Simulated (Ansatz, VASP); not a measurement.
# SiO2: VASP beside Ansatz

File INCAR:

```
SYSTEM = SiO2
ALGO     = Normal         ! electronic algorithm
EDIFF    = 1E-7           ! SCF threshold, eV
ENCUT    = 520            ! plane-wave cutoff, eV
GGA      = PE             ! functional
ISIF     = 2              ! what is computed and relaxed
ISMEAR   = 0              ! smearing method
LASPH    = .TRUE.         ! aspherical terms in the spheres
LCHARG   = .TRUE.         ! write CHGCAR
LELF     = .TRUE.         ! ELF
LREAL    = .FALSE.        ! projectors in reciprocal space
LVHAR    = .TRUE.       
LWAVE    = .FALSE.        ! write WAVECAR
NBANDS   = 25             ! bands
NELM     = 80             ! most SCF steps
PREC     = Accurate       ! precision mode
SIGMA    = 0.05           ! smearing width, eV
```

File KPOINTS:

```
k-points
0
G
  6 6 8
  0 0 0
```

The input POSCAR:

```
SiO2
1.0
    4.3630000000      0.0000000000      0.0000000000
    0.0000000000      4.3630000000      0.0000000000
    0.0000000000      0.0000000000      2.6897743053
Si O
2 4
Direct
    0.5000000000      0.5000000000      0.5000000000
    0.0000000000      0.0000000000      0.0000000000
    0.6930127928      0.6930127928      0.0000000000
    0.1930127928      0.8069872072      0.5000000000
    0.3069872072      0.3069872072      0.0000000000
    0.8069872072      0.1930127928      0.5000000000
```

Input for Ansatz:

```yaml
crystal:
  lattice:
    - [4.363, 0.0, 0.0]
    - [0.0, 4.363, 0.0]
    - [0.0, 0.0, 2.6897743053]
  atoms:
    - { symbol: Si, position: [0.5, 0.5, 0.5] }
    - { symbol: Si, position: [0.0, 0.0, 0.0] }
    - { symbol: O, position: [0.6930127928, 0.6930127928, 0.0] }
    - { symbol: O, position: [0.1930127928, 0.8069872072, 0.5] }
    - { symbol: O, position: [0.3069872072, 0.3069872072, 0.0] }
    - { symbol: O, position: [0.8069872072, 0.1930127928, 0.5] }
basis:
  ecutwfc: 520.0
kpoints:
  mp_grid: { grid: [6, 6, 8] }
hamiltonian:
  xc: pbe
  pseudopotentials: { kind: paw, azcp: { folder: soft_1 } }
scf:
  occupations: { method: gaussian, width: 0.05 }
output:
  forces: true
  stress: true
  eigenvalues: true
```

Alike in both runs: task single point; functional PBE; k mesh 6 × 6 × 8; occupations gaussian, width 0.05 eV; no spin polarisation.

|  | VASP | Ansatz |
| --- | --- | --- |
| version | VASP 6.6.1 | Ansatz 0.2.0 |
| potentials or method | VASP PAW PBE potentials, release 64 (Si, O), cutoff 520 eV | scalar-relativistic, plane waves, PAW |
| valence electrons in the cell | 32 | 32 |

|  | VASP | Ansatz | Ansatz less VASP |
| --- | --- | --- | --- |
| gap on the k mesh at the Fermi level (eV) | 4.15 | 4.17 | +0.024 |
| least direct gap on the mesh (eV) | 4.15 | 4.17 | +0.024 |
| pressure (GPa) | -13.9 | -14.2 | -0.25 |
| traceless stress, the component that is largest in VASP (GPa) | 5.67 | 5.16 | -0.502 |
| rms of the force components (eV/Å) | 0.298 | 0.310 | +0.0120 |

Atom by atom the forces differ by 0.012 eV/Å (rms over components).
